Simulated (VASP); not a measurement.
# Sn2Pd2Au (P3m1) in VASP: further runs

Runs on Sn2Pd2Au. Level: LDA. Tasks: single point.

All numbers are computed with VASP 6.6.1; they aren't measurements. Logs are shortened: lines on timing, memory, paths and dates and some standing lists are left out, and cuts for length are marked.

## Step 1: The cell of the first run

It takes space group P3m1 (No. 156, trigonal). Conventional cell: a = 4.616 Å, b = 4.616 Å, c = 5.797 Å, α = 90.00°, β = 90.00°, γ = 120.00°. Sn (site symmetry 3m) has 5 Pd at 2.85 to 3.02 Å and 3 Au at 3.02 Å and 3 Sn at 3.62 Å within 3.8 Å. Sn (site symmetry 3m) has 6 Pd at 2.71 to 2.86 Å and 3 Au at 3.28 Å within 3.6 Å. Within 3.6 Å of Pd (site symmetry 3m) lie 5 Sn at 2.71 to 2.95 Å and 3 Au at 3.02 Å and 3 Pd at 3.07 Å. Pd (site symmetry 3m) has 2 Au at 2.84 to 2.96 Å and 6 Sn at 2.86 to 3.02 Å and 3 Pd at 3.07 Å within 3.7 Å. Au (site symmetry 3m) has 5 Pd at 2.84 to 3.02 Å and 6 Sn at 3.02 to 3.28 Å within 3.7 Å.

## Step 2: Single point, LDA

File INCAR:

```
SYSTEM = Sn2Pd2Au
ALGO = Normal
EDIFF = 1E-6
ENCUT = 520
ISIF = 2
ISMEAR = -1
LASPH = .True.
LCHARG = .False.
LREAL = .False.
LWAVE = .False.
NBANDS = 38
NELM = 100
PREC = Accurate
SIGMA = 0.05
```

File KPOINTS:

```
k-points
0
Gamma
  6 6 4
  0 0 0
```

File POSCAR:

```
Sn2Pd2Au
1.0
    4.6155421542      0.0000000000      0.0000000000
   -2.3077710822      3.9971767546      0.0000000000
    0.0000000000      0.0000000000      5.7969685026
Sn Pd Au
2 2 1
Direct
    0.6666666667      0.3333333333      0.2638450000
    0.0000000000      0.0000000000      0.6874570000
    0.6666666667      0.3333333333      0.7723160000
    0.3333333333      0.6666666667      0.5077940000
    0.3333333333      0.6666666667      0.0185880000
```

Potentials or basis: VASP PAW LDA potentials, release 64 (Sn_d, Pd, Au).

The run is started by

```sh
$ cat potpaw_LDA.64/Sn_d/POTCAR potpaw_LDA.64/Pd/POTCAR potpaw_LDA.64/Au/POTCAR > POTCAR
$ mpirun -np 1 vasp_std > vasp.out
```

OUTCAR:

```text
SYSTEM = Sn2Pd2Au
   EDIFF = 1E-6
   ENCUT = 520
   ISIF = 2
   ISMEAR = -1
   LASPH = .True.
   LREAL = .False.
   NELM = 100
   PREC = Accurate

 ion  position               nearest neighbor table
   1  0.667  0.333  0.264-   3 2.85   3 2.95   4 3.02   4 3.02   4 3.02   5 3.02   5 3.02   5 3.02
                             2 3.62   2 3.62   2 3.62
   2  0.000  0.000  0.687-   3 2.71   3 2.71   3 2.71   4 2.86   4 2.86   4 2.86   5 3.28   5 3.28
                             5 3.28   1 3.62   1 3.62   1 3.62
   3  0.667  0.333  0.772-   2 2.71   2 2.71   2 2.71   1 2.85   1 2.95   5 3.02   5 3.02   5 3.02
                             4 3.07   4 3.07   4 3.07
   4  0.333  0.667  0.508-   5 2.84   2 2.86   2 2.86   2 2.86   5 2.96   1 3.02   1 3.02   1 3.02
                             3 3.07   3 3.07   3 3.07
   5  0.333  0.667  0.019-   4 2.84   4 2.96   1 3.02   1 3.02   1 3.02   3 3.02   3 3.02   3 3.02
                             2 3.28   2 3.28   2 3.28

  LATTYP: Found a hexagonal cell.
 ALAT       =     4.6155421542
 C/A-ratio  =     1.2559669718

  Lattice vectors:

 A1 = (   4.6155421542,   0.0000000000,   0.0000000000)
 A2 = (  -2.3077710822,   3.9971767546,   0.0000000000)
 A3 = (   0.0000000000,   0.0000000000,   5.7969685026)

Analysis of symmetry for initial positions (statically):
=====================================================================
 Subroutine PRICEL returns:
 Original cell was already a primitive cell.

 Routine SETGRP: Setting up the symmetry group for a
 hexagonal supercell.

 Subroutine GETGRP returns: Found  6 space group operations
 (whereof  6 operations were pure point group operations)
 out of a pool of 24 trial point group operations.

The static configuration has the point symmetry C_3v.

Analysis of symmetry for dynamics (positions and initial velocities):
=====================================================================
 Subroutine PRICEL returns:
 Original cell was already a primitive cell.

 Routine SETGRP: Setting up the symmetry group for a
 hexagonal supercell.

 Subroutine GETGRP returns: Found  6 space group operations
 (whereof  6 operations were pure point group operations)
 out of a pool of 24 trial point group operations.

The dynamic configuration has the point symmetry C_3v.

 Subroutine INISYM returns: Found  6 space group operations
 (whereof  6 operations are pure point group operations),
 and found     1 'primitive' translations

----------------------------------------------------------------------------------------

                                     Primitive cell

  volume of cell :     106.9491

  direct lattice vectors                    reciprocal lattice vectors
     4.615542154  0.000000000  0.000000000     0.216659271  0.125088289  0.000000000
    -2.307771082  3.997176755  0.000000000     0.000000000  0.250176577  0.000000000
     0.000000000  0.000000000  5.796968503     0.000000000  0.000000000  0.172503956

  length of vectors
     4.615542154  4.615542154  5.796968503     0.250176577  0.250176577  0.172503956

  position of ions in fractional coordinates (direct lattice)
     0.666666667  0.333333333  0.263845000
     0.000000000  0.000000000  0.687457000
     0.666666667  0.333333333  0.772316000
     0.333333333  0.666666667  0.507794000
     0.333333333  0.666666667  0.018588000

  ion indices of the primitive-cell ions
   primitive index   ion index
                 1           1
                 2           2
                 3           3
                 4           4
                 5           5

----------------------------------------------------------------------------------------

 KPOINTS: k-points

Automatic generation of k-mesh.
 Grid dimensions read from file:
 generate k-points for:    6    6    4

 Generating k-lattice:

  Cartesian coordinates                     Fractional coordinates (reciprocal lattice)
     0.036109879  0.020848048  0.000000000     0.166666667  0.000000000  0.000000000
     0.000000000  0.041696096  0.000000000     0.000000000  0.166666667  0.000000000
     0.000000000  0.000000000  0.043125989     0.000000000  0.000000000  0.250000000

  Length of vectors
     0.041696096  0.041696096  0.043125989

  Shift w.r.t. Gamma in fractional coordinates (k-lattice)
     0.000000000  0.000000000  0.000000000

 Subroutine IBZKPT returns following result:
 ===========================================

 Found     24 irreducible k-points:

 Following reciprocal coordinates:
            Coordinates               Weight
  0.000000  0.000000  0.000000      1.000000
  0.166667 -0.000000  0.000000      6.000000
  0.333333 -0.000000  0.000000      6.000000
  0.500000 -0.000000  0.000000      3.000000
  0.166667  0.166667  0.000000      6.000000
  0.333333  0.166667  0.000000     12.000000
[... 16 lines left out ...]
  0.333333  0.166667  0.500000     12.000000
  0.333333  0.333333  0.500000      2.000000
   k-points           NKPTS =     24   k-points in BZ     NKDIM =     24   number of bands    NBANDS=     38
   number of dos      NEDOS =    301   number of ions     NIONS =      5
   total plane-waves  NPLWV =  62208
   dimension x,y,z NGX =    36 NGY =   36 NGZ =   48
   dimension x,y,z NGXF=    72 NGYF=   72 NGZF=   96
   ions per type =               2   2   1
   NGX,Y,Z   is equivalent  to a cutoff of  12.97, 12.97, 13.77 a.u.
   NGXF,Y,Z  is equivalent  to a cutoff of  25.93, 25.93, 27.53 a.u.
 SYSTEM =  Sn2Pd2Au
   PREC   = accura    normal or accurate (medium, high low for compatibility)
   ISTART =      0    job   : 0-new  1-cont  2-samecut
   ICHARG =      2    charge: 1-file 2-atom 10-const
   ISPIN  =      1    spin polarized calculation?
   LNONCOLLINEAR =      F non collinear calculations
   LSORBIT =      F    spin-orbit coupling
   LASPH  =      T    aspherical Exc in radial PAW
   ENCUT  =  520.0 eV  38.22 Ry    6.18 a.u.   8.58  8.58 10.78*2*pi/ulx,y,z
   NELM   =    100;   NELMIN=  2; NELMDL= -5     # of ELM steps
   EDIFF  = 0.1E-05   stopping-criterion for ELM
   LREAL  =      F    real-space projection
   EDIFFG = 0.1E-04   stopping-criterion for IOM
   NSW    =      0    number of steps for IOM
   IBRION =     -1    ionic relax: 0-MD 1-quasi-New 2-CG
   NFREE  =      0    steps in history (QN), initial steepest desc. (CG)
   ISIF   =      2    stress and relaxation
   ISYM   =      2    0-nonsym 1-usesym 2-fastsym
   POTIM  = 0.5000    time-step for ionic-motion
   TEBEG  =    0.0;   TEEND  =   0.0 temperature during run
   PSTRESS=    0.0 pullay stress
   NELECT =      59.0000    total number of electrons
   NUPDOWN=      -1.0000    fix difference up-down
   EMIN   =  10.00;   EMAX   =-10.00  energy-range for DOS
   EFERMI =   0.00;   METHOD = LEGACY
   ISMEAR =    -1;   SIGMA  =   0.05  broadening in eV -4-tet -1-fermi 0-gaus
   EFERMI_NEDOS =   21; number of points for ismear=-14 and -15
   IALGO  =     38    algorithm
   IMIX   =      4    mixing-type and parameters
     AMIX     =   0.40;   BMIX     =  1.00
     AMIX_MAG =   1.60;   BMIX_MAG =  1.00
  volume/ion in A,a.u.               =      21.39       144.35
  Fermi-wavevector in a.u.,A,eV,Ry     =   1.342661  2.537262 24.527761  1.802740
  Thomas-Fermi vector in A             =   2.470797
   LORBIT       =      0    0 simple, 1 ext, 2 COOP (PROOUT), +10 PAW based schemes
   GGA     = CA    functional components
   LHFCALC =     F    Hartree Fock is set to
   AEXX    =    0.0000 exact exchange contribution
   IVDW    =     0    specifies the selected vdW correction
   LEPSILON=     F    determine dielectric tensor
   LRPA    =     F    only Hartree local field effects (RPA)
 non-spin polarized calculation
  energy-cutoff  :      520.00
  volume of cell :      106.95
 maximum number of plane-waves:      2902
 NGX is ok and might be reduce to    36
   NGX = 17   NGY = 17   NGZ = 21

 number of electron      58.9999996 magnetization

 Free energy of the ion-electron system (eV)
  ---------------------------------------------------
  ext. energy  EPLUGINS =         0.00000000
  ---------------------------------------------------
  free energy    TOTEN  =       -27.86141330 eV

  energy without entropy =      -27.84924850  energy(sigma->0) =      -27.85533090

 E-fermi :   7.7675     XC(G=0): -11.4760

 val. band max:        7.7638861634   @ k =   0.3333  -0.0000   0.2500
 cond. band min:       7.8550919461   @ k =   0.1667  -0.0000   0.2500
 fundamental gap:      0.0912057827
 Fermi energy:         7.7674738266

 k-point     1 :       0.0000    0.0000    0.0000
  band No.  band energies     occupation
      1     -13.6727      2.00000
      2     -13.6355      2.00000
      3     -13.6355      2.00000
      4     -13.5558      2.00000
      5     -13.5558      2.00000
      6     -13.5154      2.00000
[... 30 lines left out ...]
     37      12.9019      0.00000
     38      14.9946      0.00000

 k-point     2 :       0.1667   -0.0000    0.0000
  band No.  band energies     occupation
      1     -13.6718      2.00000
      2     -13.6355      2.00000
      3     -13.6353      2.00000
      4     -13.5571      2.00000
      5     -13.5551      2.00000
      6     -13.5155      2.00000
[... 30 lines left out ...]
     37      13.6726      0.00000
     38      13.8236      0.00000

 k-point     3 :       0.3333   -0.0000    0.0000
  band No.  band energies     occupation
      1     -13.6700      2.00000
      2     -13.6357      2.00000
      3     -13.6354      2.00000
      4     -13.5595      2.00000
      5     -13.5538      2.00000
      6     -13.5155      2.00000
[... 30 lines left out ...]
     37      13.9379      0.00000
     38      14.9747      0.00000

 k-point     4 :       0.5000   -0.0000    0.0000
  band No.  band energies     occupation
      1     -13.6691      2.00000
      2     -13.6362      2.00000
      3     -13.6354      2.00000
      4     -13.5607      2.00000
      5     -13.5531      2.00000
      6     -13.5154      2.00000
[... 30 lines left out ...]
     37      13.7782      0.00000
     38      16.9399      0.00000
[... 703 lines left out ...]
      4     -13.5584      2.00000
      5     -13.5547      2.00000
      6     -13.5150      2.00000
[... 30 lines left out ...]
     37      14.0806      0.00000
     38      15.0826      0.00000

 k-point    23 :       0.3333    0.1667    0.5000
  band No.  band energies     occupation
      1     -13.6687      2.00000
      2     -13.6360      2.00000
      3     -13.6337      2.00000
      4     -13.5585      2.00000
      5     -13.5536      2.00000
      6     -13.5153      2.00000
[... 30 lines left out ...]
     37      15.0005      0.00000
     38      15.3520      0.00000

 k-point    24 :       0.3333    0.3333    0.5000
  band No.  band energies     occupation
      1     -13.6682      2.00000
      2     -13.6361      2.00000
      3     -13.6335      2.00000
      4     -13.5580      2.00000
      5     -13.5534      2.00000
      6     -13.5139      2.00000
[... 30 lines left out ...]
     37      14.2752      0.00000
     38      15.5191      0.00000

------------------------ aborting loop because EDIFF is reached ----------------------------------------

  FORCE on cell =-STRESS in cart. coord.  units (eV):
  Direction    XX          YY          ZZ          XY          YZ          ZX
  --------------------------------------------------------------------------------------
  -------------------------------------------------------------------------------------
  Total       -8.4409333     -8.4409333     -8.7249273      0.0000000     -0.0000000      0.0000000
  in kB     -126.4515148   -126.4515146   -130.7059584      0.0000002     -0.0000000      0.0000000
  external PRESSURE =    -127.8696626 kB  Pullay stress =       0.0000000 kB

 VOLUME and BASIS-vectors are now :
 -----------------------------------------------------------------------------
  energy-cutoff  :      520.00
  volume of cell :      106.95
      direct lattice vectors                 reciprocal lattice vectors
     4.615542154  0.000000000  0.000000000     0.216659271  0.125088289  0.000000000
    -2.307771082  3.997176755  0.000000000     0.000000000  0.250176577  0.000000000
     0.000000000  0.000000000  5.796968503     0.000000000  0.000000000  0.172503956

 POSITION                                       TOTAL-FORCE (eV/Angst)
 -----------------------------------------------------------------------------------
      2.30777      1.33239      1.52950         0.000000      0.000000     -0.093694
      0.00000      0.00000      3.98517         0.000000     -0.000000     -0.022153
      2.30777      1.33239      4.47709         0.000000     -0.000000     -0.024686
     -0.00000      2.66478      2.94367        -0.000000      0.000000      0.169665
     -0.00000      2.66478      0.10775        -0.000000     -0.000000     -0.029133
 -----------------------------------------------------------------------------------
    total drift:                                0.000000      0.000000      0.000092

  FREE ENERGIE OF THE ION-ELECTRON SYSTEM (eV)
  ---------------------------------------------------
  free  energy   TOTEN  =       -27.8614132988 eV

  energy  without entropy=      -27.8492484966  energy(sigma->0) =      -27.85533090
```

Run time: 70 s. Hardware: 1 thread of Intel Xeon Platinum 8488C (Sapphire Rapids), shared host; peak memory 0.26 GiB.

Results:

```yaml
Free_energy: -27.8614 eV
Pressure: -12.8 GPa
Largest_force: 0.170 eV/Å
```

Forces in eV/Å, atoms in the order of the input:
```
Sn   0.000  0.000 -0.094
Sn   0.000  0.000 -0.022
Pd   0.000  0.000 -0.025
Pd   0.000  0.000  0.170
Au   0.000  0.000 -0.029
```

Caveat: spin-orbit coupling is left out, which moves the levels of the heavy elements.

## Step 3: Single point, LDA

This run uses another cell than the first one, of 21.93 Å³/atom, 1.025 times its volume.

File INCAR:

```
SYSTEM = Sn2Pd2Au
PREC = Accurate
ENCUT = 520
EDIFF = 1E-6
ISMEAR = -1
SIGMA = 0.05
LREAL = .False.
LASPH = .True.
NELM = 60
ALGO = Normal
ISIF = 2
LWAVE = .False.
LCHARG = .False.
GGA = CA
NBANDS = 38
```

File KPOINTS:

```
regular mesh
0
Gamma
  6 6 4
  0 0 0
```

Edit POSCAR of step 2 so:

```diff
@@ -2,5 +2,5 @@
 1.0
-    4.6155421542      0.0000000000      0.0000000000
-   -2.3077710822      3.9971767546      0.0000000000
-    0.0000000000      0.0000000000      5.7969685026
+    4.6541677337      0.0000000000      0.0000000000
+   -2.3270838720      4.0306274876      0.0000000000
+    0.0000000000      0.0000000000      5.8454809547
 Sn Pd Au
```

Potentials or basis: VASP PAW LDA potentials, release 64 (Sn_d, Pd, Au).

The run is started by

```sh
$ cat potpaw_LDA.64/Sn_d/POTCAR potpaw_LDA.64/Pd/POTCAR potpaw_LDA.64/Au/POTCAR > POTCAR
$ mpirun -np 1 vasp_std > vasp.out
```

Run time: 74 s. Hardware: 1 thread of Intel Xeon Platinum 8488C (Sapphire Rapids), shared host; peak memory 0.26 GiB.

It converged, with:

* Free energy: -27.6344 eV
* Pressure: -14.2 GPa
* Largest force: 0.192 eV/Å

Forces in eV/Å, atoms in the order of the input:
```
Sn   0.000  0.000 -0.101
Sn   0.000  0.000 -0.032
Pd   0.000  0.000 -0.039
Pd   0.000  0.000  0.192
Au   0.000  0.000 -0.020
```

Stress tensor (GPa, compression positive):
```
-14.05   0.00   0.00
  0.00 -14.05   0.00
  0.00   0.00 -14.44
```

Levels at points of the mesh, in eV from the Fermi level:
| k point | band 27 | band 28 | band 29 | band 30 | band 31 | band 32 | band 33 | band 34 |
| --- | --- | --- | --- | --- | --- | --- | --- | --- |
| (0.00, 0.00, 0.00) | -1.62 | -0.26 | 1.72 | 1.76 | 1.76 | 2.23 | 3.06 | 3.06 |
| (0.50, 0.00, 0.00) | -1.74 | -1.42 | -1.36 | -1.03 | -0.18 | 1.40 | 3.47 | 3.90 |
| (0.00, 0.00, 0.50) | -1.83 | -0.61 | 1.29 | 2.48 | 2.48 | 3.13 | 3.13 | 3.57 |
| (0.50, 0.00, 0.50) | -2.01 | -1.77 | -1.30 | 0.43 | 1.30 | 1.49 | 2.01 | 4.36 |

Caveat: spin-orbit coupling is left out, which moves the levels of the heavy elements.
